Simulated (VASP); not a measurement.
Be2C, 3 atoms in the cell. The structure is cubic, space group Fm-3m (No. 225). Conventional cell: a = 4.289 Å, b = 4.289 Å, c = 4.289 Å, α = 90.00°, β = 90.00°, γ = 90.00°. Be (site symmetry -43m) has 4 C at 1.86 Å and 6 Be at 2.14 Å within 2.5 Å. C (site symmetry m-3m) has 8 Be at 1.86 Å within 2.5 Å.  This cell differs from its parent crystal: volume scaled by 0.985.

* Program: VASP 6.6.1
* Task: vibrations by perturbation theory
* Functional: PBEsol
* Potentials or basis: VASP PAW PBE potentials, release 64 (Be, C)
* Cutoff: 600 eV
* k mesh: 8 × 8 × 8
* Occupations: gaussian, width 0.01 eV
* Spin: no spin polarisation
* Dipole correction: no
* Further INCAR settings: ALGO = Normal; EDIFF = 1e-08; NBANDS = 11; IBRION = 8; NSW = 1

Potentials or basis: VASP PAW PBE potentials, release 64 (Be, C).

Launch:

```bash
$ cat potpaw_PBE.64/Be/POTCAR potpaw_PBE.64/C/POTCAR > POTCAR
$ mpirun -np 1 vasp_std > vasp.out
```

Hardware: 1 thread of Intel(R) Xeon(R) Platinum 8488C (Sapphire Rapids), with other jobs on the host.

Task: How long does it take, and how much memory?

Result: Run time: 68 s on 1 thread of Intel(R) Xeon(R) Platinum 8488C (Sapphire Rapids), on a shared host, peak memory 0.18 GiB. Counts: scf iterations 36, k points 29.
